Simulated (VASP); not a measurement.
# SiNi3 (Pm-3m) in VASP: a series of runs, part 2 of 2

VASP 6.6.1. Earlier steps stand in the parts before.

## 5. Single point, LDA, collinear spin, ferromagnetic start (11.55 Å³/atom)

This run uses another cell than the first one, of 11.55 Å³/atom.

INCAR reads:

```
SYSTEM = SiNi3
  PREC = Accurate
  ENCUT = 520
  EDIFF = 1E-7
  ISMEAR = -1
  SIGMA = 0.05
  LREAL = .False.
  LASPH = .True.
  NELM = 150
  ALGO = Fast
  ISIF = 2
  LWAVE = .False.
  LCHARG = .False.
  ISPIN = 2
  MAGMOM = 1 1 1 0
  LORBIT = 11
  LMAXMIX = 4
  GGA = CA
  NBANDS = 29
```

KPOINTS reads:

```
regular mesh
0
Gamma
  8 8 8
  0 0 0
```

POSCAR reads:

```
SiNi3
1.0
    3.5886106083      0.0000000000      0.0000000000
    0.0000000000      3.5886106083      0.0000000000
    0.0000000000      0.0000000000      3.5886106083
Ni Si
3 1
Direct
    0.5000000000      0.5000000000      0.0000000000
    0.5000000000      0.0000000000      0.5000000000
    0.0000000000      0.5000000000      0.5000000000
    0.0000000000      0.0000000000      0.0000000000
```

Potentials or basis: VASP PAW LDA potentials, release 64 (Ni, Si).

Run with:

```sh
$ cat potpaw_LDA.64/Ni/POTCAR potpaw_LDA.64/Si/POTCAR > POTCAR
$ mpirun -np 1 vasp_std > vasp.out
```

Run time: 2.7 min. Hardware: 1 thread of Intel Xeon 8259CL, shared host; peak memory 0.19 GiB.

It converged, with:

```
Free energy                                           : -27.3979 eV
Pressure                                              : -25.4 GPa
Band gap on the k mesh                                : zero (filled and empty bands overlap)
Net moment                                            : 0.00 μB per cell
Valence electrons inside the program's atomic spheres : Ni 9.35; Si 1.52
```

Levels at points of the mesh, in eV from the Fermi level:
Spin up:
```
           k point  band 14  band 15  band 16  band 17  band 18  band 19  band 20  band 21
(0.00, 0.00, 0.00)    -0.54    -0.54    -0.27     0.01     0.01     0.01     4.16     6.06
(0.50, 0.00, 0.00)    -1.15    -1.03    -0.49     0.01     3.37     3.37     4.62     5.13
(0.50, 0.50, 0.00)    -1.27    -1.02    -0.92    -0.88     0.59     0.59     5.20     6.01
(0.50, 0.50, 0.50)    -1.13    -1.13    -0.21    -0.20    -0.20    -0.20     0.92     3.73
```
Spin down:
| k point | band 15 | band 16 | band 17 | band 18 | band 19 | band 20 |
| --- | --- | --- | --- | --- | --- | --- |
| (0.00, 0.00, 0.00) | -0.54 | -0.27 | 0.01 | 0.01 | 0.01 | 4.16 |
| (0.50, 0.00, 0.00) | -1.03 | -0.49 | 0.01 | 3.37 | 3.37 | 4.62 |
| (0.50, 0.50, 0.00) | -1.02 | -0.92 | -0.88 | 0.59 | 0.59 | 5.20 |
| (0.50, 0.50, 0.50) | -1.13 | -0.21 | -0.20 | -0.20 | -0.20 | 0.92 |

Caveat: the cell stands under tension; the moments typed at the start vanished in this run.

## 6. Single point, LDA, collinear spin, ferromagnetic start (11.78 Å³/atom)

This run uses another cell than the first one, of 11.78 Å³/atom.

INCAR reads:

```
  PREC = Accurate
  ENCUT = 520
  EDIFF = 1E-7
  ISMEAR = -1
  SIGMA = 0.05
  LREAL = False
  LASPH = True
  NELM = 150
  ALGO = Normal
  ISIF = 2
  LWAVE = False
  LCHARG = True
  ISPIN = 2
  MAGMOM = 1 1 1 0
  LORBIT = 11
  LMAXMIX = 4
  GGA = CA
  LELF = True
  LVHAR = True
  NBANDS = 29
```

KPOINTS reads:

```
regular mesh
0
Gamma
  8 8 8
```

POSCAR reads:

```
SiNi3
1.0
    3.6114686170      0.0000000000      0.0000000000
    0.0000000000      3.6114686170      0.0000000000
    0.0000000000      0.0000000000      3.6114686170
Ni Si
3 1
Direct
    0.5000000000      0.5000000000      0.0000000000
    0.5000000000      0.0000000000      0.5000000000
    0.0000000000      0.5000000000      0.5000000000
    0.0000000000      0.0000000000      0.0000000000
```

Potentials or basis: VASP PAW LDA potentials, release 64 (Ni, Si).

Run with:

```sh
$ cat potpaw_LDA.64/Ni/POTCAR potpaw_LDA.64/Si/POTCAR > POTCAR
$ mpirun -np 1 vasp_std > vasp.out
```

OUTCAR:

```text
PREC = Accurate
   ENCUT = 520
   EDIFF = 1E-7
   ISMEAR = -1
   LREAL = False
   LASPH = True
   NELM = 150
   ISIF = 2
   ISPIN = 2
   LORBIT = 11
   GGA = CA

 ion  position               nearest neighbor table
   1  0.500  0.500  0.000-   2 2.55   3 2.55   4 2.55   2 2.55   3 2.55   2 2.55   4 2.55   2 2.55
                             3 2.55   4 2.55   3 2.55   4 2.55
   2  0.500  0.000  0.500-   1 2.55   3 2.55   4 2.55   1 2.55   4 2.55   1 2.55   3 2.55   1 2.55
                             3 2.55   4 2.55   4 2.55   3 2.55
   3  0.000  0.500  0.500-   1 2.55   2 2.55   4 2.55   1 2.55   4 2.55   2 2.55   4 2.55   4 2.55
                             1 2.55   2 2.55   1 2.55   2 2.55
   4  0.000  0.000  0.000-   1 2.55   2 2.55   3 2.55   2 2.55   3 2.55   1 2.55   3 2.55   3 2.55
                             1 2.55   2 2.55   2 2.55   1 2.55

  LATTYP: Found a simple cubic cell.
 ALAT       =     3.6114686170

  Lattice vectors:

 A1 = (   3.6114686170,   0.0000000000,   0.0000000000)
 A2 = (   0.0000000000,   3.6114686170,   0.0000000000)
 A3 = (   0.0000000000,   0.0000000000,   3.6114686170)

Analysis of symmetry for initial positions (statically):
=====================================================================
 Subroutine PRICEL returns:
 Original cell was already a primitive cell.

 Routine SETGRP: Setting up the symmetry group for a
 simple cubic supercell.

 Subroutine GETGRP returns: Found 48 space group operations
 (whereof 48 operations were pure point group operations)
 out of a pool of 48 trial point group operations.

The static configuration has the point symmetry O_h .

Analysis of symmetry for dynamics (positions and initial velocities):
=====================================================================
 Subroutine PRICEL returns:
 Original cell was already a primitive cell.

 Routine SETGRP: Setting up the symmetry group for a
 simple cubic supercell.

 Subroutine GETGRP returns: Found 48 space group operations
 (whereof 48 operations were pure point group operations)
 out of a pool of 48 trial point group operations.
[... 164 lines left out ...]
  ---------------------------------------------------
  free energy    TOTEN  =       -27.25086282 eV

  energy without entropy =      -27.23232612  energy(sigma->0) =      -27.24159447

 E-fermi :   9.1430     XC(G=0): -12.8896

 val. band max:        9.0718024001   @ k =   0.1250   0.1250   0.0000
 cond. band min:       9.1511718082   @ k =   0.0000   0.0000   0.0000
 fundamental gap:      0.0793694082
 Fermi energy:         9.1429707596

 spin component 1

 k-point     1 :       0.0000    0.0000    0.0000
  band No.  band energies     occupation
      1      -2.0375      1.00000
      2       4.8119      1.00000
      3       5.5945      1.00000
      4       5.5945      1.00000
      5       6.0268      1.00000
      6       6.0268      1.00000
[... 757 lines left out ...]
     28      23.2618      0.00000
     29      25.2119      0.00000

 [... further k-points ...]

 spin component 2

 k-point     1 :       0.0000    0.0000    0.0000
  band No.  band energies     occupation
      1      -2.0375      1.00000
      2       4.8120      1.00000
      3       5.5946      1.00000
      4       5.5946      1.00000
      5       6.0269      1.00000
      6       6.0269      1.00000
[... 757 lines left out ...]
     28      23.2618      0.00000
     29      25.1986      0.00000

 [... further k-points ...]
[... 5 lines left out ...]
  --------------------------------------------------------------------------------------
  -------------------------------------------------------------------------------------
  Total       -8.1177346     -8.1177346     -8.1177346     -0.0000000     -0.0000000     -0.0000000
  in kB     -276.1174767   -276.1174767   -276.1174767     -0.0000000     -0.0000000     -0.0000000
  external PRESSURE =    -276.1174767 kB  Pullay stress =       0.0000000 kB

 VOLUME and BASIS-vectors are now :
 -----------------------------------------------------------------------------
  energy-cutoff  :      520.00
  volume of cell :       47.10
      direct lattice vectors                 reciprocal lattice vectors
     3.611468617  0.000000000  0.000000000     0.276895664  0.000000000  0.000000000
     0.000000000  3.611468617  0.000000000     0.000000000  0.276895664  0.000000000
     0.000000000  0.000000000  3.611468617     0.000000000  0.000000000  0.276895664

 POSITION                                       TOTAL-FORCE (eV/Angst)
 -----------------------------------------------------------------------------------
      1.80573      1.80573      0.00000         0.000000      0.000000      0.000000
      1.80573      0.00000      1.80573         0.000000      0.000000      0.000000
      0.00000      1.80573      1.80573         0.000000      0.000000      0.000000
      0.00000      0.00000      0.00000         0.000000      0.000000      0.000000
 -----------------------------------------------------------------------------------
    total drift:                                0.000000      0.000000      0.000000

  FREE ENERGIE OF THE ION-ELECTRON SYSTEM (eV)
  ---------------------------------------------------
  free  energy   TOTEN  =       -27.2508628200 eV

  energy  without entropy=      -27.2323261191  energy(sigma->0) =      -27.24159447

 total charge

# of ion       s       p       d       tot
------------------------------------------
    1        0.451   0.483   8.385   9.319
    2        0.451   0.483   8.385   9.319
    3        0.451   0.483   8.385   9.319
    4        0.739   0.771   0.000   1.510
--------------------------------------------------
tot          2.092   2.221  25.156  29.468

 magnetization (x)

# of ion       s       p       d       tot
------------------------------------------
    1       -0.000  -0.000   0.000   0.000
    2       -0.000  -0.000   0.000   0.000
    3       -0.000  -0.000   0.000   0.000
    4       -0.000  -0.000   0.000  -0.000
--------------------------------------------------
tot         -0.000  -0.000   0.000   0.000
```

Run time: 2.1 min. Hardware: 1 thread of Intel Xeon 8259CL, shared host; peak memory 0.2 GiB.

Results:

| Quantity | Value |
| --- | --- |
| Free energy | -27.2509 eV |
| Pressure | -27.6 GPa |
| Band gap on the k mesh | zero (filled and empty bands overlap) |
| Net moment | 0.00 μB per cell |
| Valence electrons inside the program's atomic spheres | Ni 9.32; Si 1.51 |

Levels at points of the mesh, in eV from the Fermi level:
Spin up:
| k point | band 14 | band 15 | band 16 | band 17 | band 18 | band 19 | band 20 | band 21 |
| --- | --- | --- | --- | --- | --- | --- | --- | --- |
| (0.00, 0.00, 0.00) | -0.53 | -0.53 | -0.26 | 0.01 | 0.01 | 0.01 | 3.99 | 5.97 |
| (0.50, 0.00, 0.00) | -1.11 | -1.01 | -0.48 | 0.01 | 3.30 | 3.30 | 4.48 | 5.09 |
| (0.50, 0.50, 0.00) | -1.23 | -0.99 | -0.89 | -0.85 | 0.58 | 0.58 | 5.09 | 5.92 |
| (0.50, 0.50, 0.50) | -1.10 | -1.10 | -0.19 | -0.19 | -0.19 | -0.18 | 0.85 | 3.65 |
Spin down:
| k point | band 14 | band 15 | band 16 | band 17 | band 18 | band 19 | band 20 | band 21 |
| --- | --- | --- | --- | --- | --- | --- | --- | --- |
| (0.00, 0.00, 0.00) | -0.53 | -0.53 | -0.26 | 0.01 | 0.01 | 0.01 | 3.99 | 5.97 |
| (0.50, 0.00, 0.00) | -1.11 | -1.01 | -0.48 | 0.01 | 3.30 | 3.30 | 4.48 | 5.09 |
| (0.50, 0.50, 0.00) | -1.23 | -0.99 | -0.89 | -0.85 | 0.58 | 0.58 | 5.09 | 5.92 |
| (0.50, 0.50, 0.50) | -1.10 | -1.10 | -0.19 | -0.19 | -0.19 | -0.18 | 0.85 | 3.65 |

Caveat: the cell stands under tension; the moments typed at the start vanished in this run.

## 7. Overview

| level | potentials or basis | cell | gap on the mesh (eV) | pressure (GPa) | moment (μB) |
| --- | --- | --- | --- | --- | --- |
| LDA | VASP PAW LDA potentials, release 64 (Ni, Si) | a = 3.518 Å, 4 atoms | none | -16.5 | 0.00 |
| LDA | VASP PAW LDA potentials, release 64 (Ni, Si) | a = 3.565 Å, 4 atoms | none | -22.7 | 0.00 |
| PBEsol | VASP PAW PBE potentials, release 64 (Ni, Si) | a = 3.565 Å, 4 atoms | none | -17.1 | 0.00 |
| LDA | VASP PAW LDA potentials, release 64 (Ni, Si) | a = 3.589 Å, 4 atoms | none | -25.4 | 0.00 |
| LDA | VASP PAW LDA potentials, release 64 (Ni, Si) | a = 3.611 Å, 4 atoms | none | -27.6 | 0.00 |

Alike in all rows: task single point; spin collinear, ferromagnetic start; k mesh 8 × 8 × 8; cutoff (eV) 520; smearing fermi-dirac 0.05 eV.

Caveats: the cell stands under tension; the moments typed at the start vanished in this run; the PAW data sets were made with another functional, which shifts forces and pressure a little (at least some runs).

Total energies depend on the potentials used, so only differences within one code and one set of settings carry meaning.

The gap in the log of VASP goes by the Fermi energy; the results here count the filled bands.